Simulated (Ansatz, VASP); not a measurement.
## Bi in VASP and in Ansatz

```xyz
4
Lattice="3.5252 0.0000 0.0000 -1.7626 3.0529 0.0000 0.0000 0.0000 11.7892" Properties=species:S:1:pos:R:3 pbc="T T T"
Bi    3.5252    0.0000    0.0000
Bi    0.0000    0.0000    5.8946
Bi    0.0000    2.0353    2.9473
Bi    1.7626    1.0176    8.8419
```

Alike in both runs: functional PBE; k mesh 10 × 10 × 3; occupations fermi-dirac, width 0.1 eV; no spin polarisation.

Ansatz relaxed the structure, and its values are those at the end. VASP's run is a single point on that final structure, the one shown.

```csv
,VASP,Ansatz
version,VASP 6.6.1,Ansatz 0.2.0
potentials or method,"VASP PAW PBE potentials, release 64 (Bi_d), cutoff 520 eV","plane waves (420 eV) with PAW, scalar-relativistic"
valence electrons in the cell,60,60
```

```tsv
	VASP	Ansatz	Ansatz less VASP
pressure (GPa)	-0.1	0.0	+0.06
```

The functional is the same, so the differences come from potentials, cutoffs and numerics.

Neither program's run includes spin-orbit coupling.
